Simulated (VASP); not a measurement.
# Pd (Pm-3m) in VASP: a series of runs

Pd is run at these levels: LDA; tasks: single point.

All numbers are computed with VASP 6.6.1; they aren't measurements. Logs are shortened: lines on timing, memory, paths and dates and some standing lists are left out, and cuts for length are marked.

### Step 1. The cell of the first run

The structure is cubic, space group Pm-3m (No. 221). Conventional cell: a = 2.571 Å, b = 2.571 Å, c = 2.571 Å, α = 90.00°, β = 90.00°, γ = 90.00°. Pd (site symmetry m-3m) has 6 Pd at 2.57 Å within 3.4 Å.

This isn't the form of Pd at room conditions, which is fcc.

### Step 2. Single point, LDA, collinear spin (16.99 Å³/atom)

Contents of INCAR:

```
SYSTEM = Pd
PREC     = Accurate       ! precision mode
ENCUT    = 520            ! plane-wave cutoff, eV
EDIFF    = 1E-6           ! SCF threshold, eV
ISMEAR   = -1             ! smearing method
SIGMA    = 0.05           ! smearing width, eV
LREAL    = .FALSE.        ! projectors in reciprocal space
LASPH    = .TRUE.         ! aspherical terms in the spheres
NELM     = 150            ! most SCF steps
ALGO     = Normal         ! electronic algorithm
ISIF     = 2              ! what is computed and relaxed
LWAVE    = .FALSE.        ! write WAVECAR
LCHARG   = .FALSE.        ! write CHGCAR
ISPIN    = 2              ! spin polarisation
MAGMOM   = 0.5 -0.5       ! initial moments
LORBIT   = 11             ! projections on sites
LMAXMIX  = 4              ! l up to which the mixer works
NBANDS   = 21             ! bands
```

Contents of KPOINTS:

```
Automatic mesh
0
G
  18 18 18
  0 0 0
```

Contents of POSCAR:

```
Pd
1.0
    0.0000000000      2.5709380197      2.5709380197
    2.5709380197      0.0000000000      2.5709380197
    2.5709380197      2.5709380197      0.0000000000
Pd
2
Direct
    0.0000000000      0.0000000000      0.0000000000
    0.5000000000      0.5000000000      0.5000000000
```

Potentials or basis: VASP PAW LDA potentials, release 64 (Pd).

Run with:

```sh
$ cat potpaw_LDA.64/Pd/POTCAR > POTCAR
$ mpirun -np 1 vasp_std > vasp.out
```

OUTCAR:

```text
SYSTEM = Pd
   PREC = Accurate
   ENCUT = 520
   EDIFF = 1E-6
   ISMEAR = -1
   LREAL = .FALSE.
   LASPH = .TRUE.
   NELM = 150
   ISIF = 2
   ISPIN = 2
   LORBIT = 11

 ion  position               nearest neighbor table
   1  0.000  0.000  0.000-   2 2.57   2 2.57   2 2.57   2 2.57   2 2.57   2 2.57
   2  0.500  0.500  0.500-   1 2.57   1 2.57   1 2.57   1 2.57   1 2.57   1 2.57

  LATTYP: Found a face centered cubic cell.
 ALAT       =     5.1418760394

  Lattice vectors:

 A1 = (   0.0000000000,   2.5709380197,   2.5709380197)
 A2 = (   2.5709380197,   0.0000000000,   2.5709380197)
 A3 = (   2.5709380197,   2.5709380197,   0.0000000000)

Analysis of symmetry for initial positions (statically):
=====================================================================
 Subroutine PRICEL returns following result:

  LATTYP: Found a simple cubic cell.
 ALAT       =     2.5709380197

  Lattice vectors:

 A1 = (  -2.5709380197,   0.0000000000,   0.0000000000)
 A2 = (   0.0000000000,   0.0000000000,   2.5709380197)
 A3 = (   0.0000000000,   2.5709380197,   0.0000000000)

   2 primitive cells build up your supercell.

 Routine SETGRP: Setting up the symmetry group for a
 face centered cubic supercell.

 Subroutine GETGRP returns: Found 48 space group operations
 (whereof 48 operations were pure point group operations)
 out of a pool of 48 trial point group operations.

The static configuration has the point symmetry O_h .

Analysis of symmetry for dynamics (positions and initial velocities):
=====================================================================
 Subroutine PRICEL returns following result:

  LATTYP: Found a simple cubic cell.
 ALAT       =     2.5709380197

  Lattice vectors:

 A1 = (  -2.5709380197,   0.0000000000,   0.0000000000)
 A2 = (   0.0000000000,   0.0000000000,   2.5709380197)
 A3 = (   0.0000000000,   2.5709380197,   0.0000000000)

   2 primitive cells build up your supercell.

 Routine SETGRP: Setting up the symmetry group for a
 face centered cubic supercell.

 Subroutine GETGRP returns: Found 48 space group operations
 (whereof 48 operations were pure point group operations)
 out of a pool of 48 trial point group operations.

The dynamic configuration has the point symmetry O_h .

Analysis of structural, dynamic, and magnetic symmetry:
=====================================================================
 Subroutine PRICEL returns following result:

  LATTYP: Found a simple cubic cell.
 ALAT       =     2.5709380197

  Lattice vectors:

 A1 = (  -2.5709380197,   0.0000000000,   0.0000000000)
 A2 = (   0.0000000000,   0.0000000000,   2.5709380197)
 A3 = (   0.0000000000,   2.5709380197,   0.0000000000)

   2 primitive cells build up your supercell.

 Routine SETGRP: Setting up the symmetry group for a
 face centered cubic supercell.

 Subroutine GETGRP returns: Found 48 space group operations
 (whereof 48 operations were pure point group operations)
 out of a pool of 48 trial point group operations.

The overall configuration has the point symmetry O_h .

 Subroutine INISYM returns: Found 48 space group operations
 (whereof 48 operations are pure point group operations),
 and found     2 'primitive' translations

----------------------------------------------------------------------------------------

                                     Primitive cell

  volume of cell :      16.9932

  direct lattice vectors                    reciprocal lattice vectors
    -2.570938020  0.000000000  0.000000000    -0.388963091  0.000000000  0.000000000
     0.000000000  0.000000000  2.570938020     0.000000000  0.000000000  0.388963091
     0.000000000  2.570938020  0.000000000     0.000000000  0.388963091  0.000000000

  length of vectors
     2.570938020  2.570938020  2.570938020     0.388963091  0.388963091  0.388963091

  position of ions in fractional coordinates (direct lattice)
     0.000000000  0.000000000  0.000000000

  ion indices of the primitive-cell ions
   primitive index   ion index
                 1           1

----------------------------------------------------------------------------------------

 KPOINTS: Automatic mesh

Automatic generation of k-mesh.
 Grid dimensions read from file:
 generate k-points for:   18   18   18

 Generating k-lattice:

  Cartesian coordinates                     Fractional coordinates (reciprocal lattice)
    -0.010804530  0.010804530  0.010804530     0.055555556  0.000000000  0.000000000
     0.010804530 -0.010804530  0.010804530     0.000000000  0.055555556  0.000000000
     0.010804530  0.010804530 -0.010804530     0.000000000  0.000000000  0.055555556

  Length of vectors
     0.018713995  0.018713995  0.018713995

  Shift w.r.t. Gamma in fractional coordinates (k-lattice)
     0.000000000  0.000000000  0.000000000

 Subroutine IBZKPT returns following result:
 ===========================================

 Found    195 irreducible k-points:

 Following reciprocal coordinates:
            Coordinates               Weight
  0.000000  0.000000  0.000000      1.000000
  0.055556  0.000000  0.000000      8.000000
  0.111111  0.000000  0.000000      8.000000
  0.166667  0.000000  0.000000      8.000000
  0.222222  0.000000  0.000000      8.000000
  0.277778  0.000000  0.000000      8.000000
[... 16 lines left out ...]
 -0.277778  0.055556  0.000000     24.000000
 -0.222222  0.055556  0.000000     24.000000
 [... further k-points ...]
   k-points           NKPTS =    195   k-points in BZ     NKDIM =    195   number of bands    NBANDS=     21
   number of dos      NEDOS =    301   number of ions     NIONS =      2
   total plane-waves  NPLWV =  21952
   dimension x,y,z NGX =    28 NGY =   28 NGZ =   28
   dimension x,y,z NGXF=    56 NGYF=   56 NGZF=   56
   ions per type =               2
   NGX,Y,Z   is equivalent  to a cutoff of  12.80, 12.80, 12.80 a.u.
   NGXF,Y,Z  is equivalent  to a cutoff of  25.61, 25.61, 25.61 a.u.
 SYSTEM =  Pd
   PREC   = accura    normal or accurate (medium, high low for compatibility)
   ISTART =      0    job   : 0-new  1-cont  2-samecut
   ICHARG =      2    charge: 1-file 2-atom 10-const
   ISPIN  =      2    spin polarized calculation?
   LNONCOLLINEAR =      F non collinear calculations
   LSORBIT =      F    spin-orbit coupling
   LASPH  =      T    aspherical Exc in radial PAW
   ENCUT  =  520.0 eV  38.22 Ry    6.18 a.u.   6.76  6.76  6.76*2*pi/ulx,y,z
   NELM   =    150;   NELMIN=  2; NELMDL= -5     # of ELM steps
   EDIFF  = 0.1E-05   stopping-criterion for ELM
   LREAL  =      F    real-space projection
   EDIFFG = 0.1E-04   stopping-criterion for IOM
   NSW    =      0    number of steps for IOM
   IBRION =     -1    ionic relax: 0-MD 1-quasi-New 2-CG
   NFREE  =      0    steps in history (QN), initial steepest desc. (CG)
   ISIF   =      2    stress and relaxation
   ISYM   =      2    0-nonsym 1-usesym 2-fastsym
   POTIM  = 0.5000    time-step for ionic-motion
   TEBEG  =    0.0;   TEEND  =   0.0 temperature during run
   PSTRESS=    0.0 pullay stress
   NELECT =      20.0000    total number of electrons
   NUPDOWN=      -1.0000    fix difference up-down
   EMIN   =  10.00;   EMAX   =-10.00  energy-range for DOS
   EFERMI =   0.00;   METHOD = LEGACY
   ISMEAR =    -1;   SIGMA  =   0.05  broadening in eV -4-tet -1-fermi 0-gaus
   EFERMI_NEDOS =   21; number of points for ismear=-14 and -15
   IALGO  =     38    algorithm
   IMIX   =      4    mixing-type and parameters
     AMIX     =   0.40;   BMIX     =  1.00
     AMIX_MAG =   1.60;   BMIX_MAG =  1.00
  volume/ion in A,a.u.               =      16.99       114.68
  Fermi-wavevector in a.u.,A,eV,Ry     =   1.371881  2.592480 25.606960  1.882058
  Thomas-Fermi vector in A             =   2.497538
   LORBIT       =     11    0 simple, 1 ext, 2 COOP (PROOUT), +10 PAW based schemes
   GGA     = CA    functional components
   LHFCALC =     F    Hartree Fock is set to
   AEXX    =    0.0000 exact exchange contribution
   IVDW    =     0    specifies the selected vdW correction
   LEPSILON=     F    determine dielectric tensor
   LRPA    =     F    only Hartree local field effects (RPA)
 spin polarized calculation
  energy-cutoff  :      520.00
  volume of cell :       33.99
 maximum number of plane-waves:       941
   NGX = 13   NGY = 13   NGZ = 13

 number of electron      20.0000007 magnetization       0.0000000

 number of electron      20.0000007 magnetization      -0.0000000

 Free energy of the ion-electron system (eV)
  ---------------------------------------------------
  ext. energy  EPLUGINS =         0.00000000
  ---------------------------------------------------
  free energy    TOTEN  =       -11.76069129 eV

  energy without entropy =      -11.73471953  energy(sigma->0) =      -11.74770541

 E-fermi :   7.6278     XC(G=0): -12.5403

 val. band max:        7.6270871493   @ k =  -0.3889   0.5000   0.1111
 cond. band min:       7.6296856111   @ k =   0.4444   0.2222   0.0000
 fundamental gap:      0.0025984619
 Fermi energy:         7.6277580622

 spin component 1

 k-point     1 :       0.0000    0.0000    0.0000
  band No.  band energies     occupation
      1       1.2848      1.00000
      2       2.7770      1.00000
      3       2.7770      1.00000
      4       3.4936      1.00000
      5       3.4936      1.00000
      6       3.4936      1.00000
[... 550 lines left out ...]
      5       4.0116      1.00000
      6       4.1991      1.00000
[... 13 lines left out ...]
     20      27.0417      0.00000
     21      28.2933      0.00000

 [... further k-points ...]

 spin component 2

 k-point     1 :       0.0000    0.0000    0.0000
  band No.  band energies     occupation
      1       1.2848      1.00000
      2       2.7770      1.00000
      3       2.7770      1.00000
      4       3.4936      1.00000
      5       3.4936      1.00000
      6       3.4936      1.00000
[... 550 lines left out ...]
      5       4.0116      1.00000
      6       4.1991      1.00000
[... 13 lines left out ...]
     20      27.0417      0.00000
     21      28.2933      0.00000

 [... further k-points ...]

------------------------ aborting loop because EDIFF is reached ----------------------------------------

  FORCE on cell =-STRESS in cart. coord.  units (eV):
  Direction    XX          YY          ZZ          XY          YZ          ZX
  --------------------------------------------------------------------------------------
  -------------------------------------------------------------------------------------
  Total       -1.1958424     -1.1958424     -1.1958424      0.0000000     -0.0000000     -0.0000000
  in kB      -56.3741141    -56.3741141    -56.3741141      0.0000000     -0.0000000     -0.0000000
  external PRESSURE =     -56.3741141 kB  Pullay stress =       0.0000000 kB

 VOLUME and BASIS-vectors are now :
 -----------------------------------------------------------------------------
  energy-cutoff  :      520.00
  volume of cell :       33.99
      direct lattice vectors                 reciprocal lattice vectors
     0.000000000  2.570938020  2.570938020    -0.194481546  0.194481546  0.194481546
     2.570938020  0.000000000  2.570938020     0.194481546 -0.194481546  0.194481546
     2.570938020  2.570938020  0.000000000     0.194481546  0.194481546 -0.194481546

 POSITION                                       TOTAL-FORCE (eV/Angst)
 -----------------------------------------------------------------------------------
      0.00000      0.00000      0.00000         0.000000     -0.000000     -0.000000
      2.57094      2.57094      2.57094        -0.000000      0.000000      0.000000
 -----------------------------------------------------------------------------------
    total drift:                                0.000000      0.000000      0.000000

  FREE ENERGIE OF THE ION-ELECTRON SYSTEM (eV)
  ---------------------------------------------------
  free  energy   TOTEN  =       -11.7606912852 eV

  energy  without entropy=      -11.7347195314  energy(sigma->0) =      -11.74770541

 total charge

# of ion       s       p       d       tot
------------------------------------------
    1        0.514   0.376   8.527   9.416
    2        0.514   0.376   8.527   9.416
--------------------------------------------------
tot          1.028   0.752  17.053  18.833

 magnetization (x)

# of ion       s       p       d       tot
------------------------------------------
    1        0.000   0.000  -0.000  -0.000
    2       -0.000  -0.000   0.000   0.000
--------------------------------------------------
tot          0.000   0.000   0.000   0.000
```

Run time: 6.1 min. Hardware: 1 thread of Oxide Virtual Turin-like, shared host; peak memory 0.25 GiB.

What came out:

```yaml
Free_energy: -11.7607 eV
Pressure: -5.6 GPa
Band_gap_on_the_k_mesh: zero (filled and empty bands overlap)
Net_moment: 0.00 μB per cell
Valence_electrons_inside_the_program's_atomic_spheres: Pd 9.42
```

Caveat: the cell stands under tension.

### Step 3. Single point, LDA, collinear spin (17.65 Å³/atom)

This run uses another cell than the first one, of 17.65 Å³/atom.

Contents of INCAR:

```
  PREC = Accurate
  ENCUT = 520
  EDIFF = 1E-6
  ISMEAR = -1
  SIGMA = 0.05
  LREAL = False
  LASPH = True
  NELM = 150
  ALGO = Normal
  ISIF = 2
  LWAVE = False
  LCHARG = False
  ISPIN = 2
  MAGMOM = 0.5 -0.5
  LORBIT = 11
  LMAXMIX = 4
  NBANDS = 21
```

Contents of KPOINTS:

```
regular mesh
0
Gamma
  18 18 18
```

Contents of POSCAR:

```
Pd
1.0
    0.0000000000      2.6034849940      2.6034849940
    2.6034849940      0.0000000000      2.6034849940
    2.6034849940      2.6034849940      0.0000000000
Pd
2
Direct
    0.0000000000      0.0000000000      0.0000000000
    0.5000000000      0.5000000000      0.5000000000
```

Potentials or basis: VASP PAW LDA potentials, release 64 (Pd).

Run with:

```sh
$ cat potpaw_LDA.64/Pd/POTCAR > POTCAR
$ mpirun -np 1 vasp_std > vasp.out
```

Wall time 5.3 min (1 thread of Oxide Virtual Turin-like, shared host); peak memory 0.26 GiB.

The run converged. Its results:

```yaml
Free_energy: -11.6957 eV
Pressure: -10.2 GPa
Band_gap_on_the_k_mesh: zero (filled and empty bands overlap)
Net_moment: 0.00 μB per cell
Valence_electrons_inside_the_program's_atomic_spheres: Pd 9.35
```

Levels at points of the mesh, in eV from the Fermi level:
Spin up:
```
           k point  band 8  band 9  band 10  band 11  band 12  band 13
(0.00, 0.00, 0.00)    0.03    0.03     1.24     1.24    11.03    11.03
(0.50, 0.00, 0.00)   -1.63   -1.63    -1.63     0.56     0.56    13.08
(0.50, 0.50, 0.00)   -1.25    0.18     0.35     1.14     4.82     5.44
```
Spin down:
| k point | band 6 | band 7 | band 8 | band 9 | band 10 | band 11 | band 12 | band 13 | band 14 | band 15 |
| --- | --- | --- | --- | --- | --- | --- | --- | --- | --- | --- |
| (0.00, 0.00, 0.00) | -3.89 | 0.03 | 0.03 | 0.03 | 1.24 | 1.24 | 11.03 | 11.03 | 11.03 | 11.10 |
| (0.50, 0.00, 0.00) | -2.54 | -1.63 | -1.63 | -1.63 | -1.63 | 0.56 | 0.56 | 13.08 | 13.08 | 13.08 |
| (0.50, 0.50, 0.00) | -1.54 | -1.25 | -1.25 | 0.18 | 0.35 | 1.14 | 4.82 | 5.44 | 5.44 | 11.44 |

Caveat: the cell stands under tension.

(Continued in part 2 of 2.)
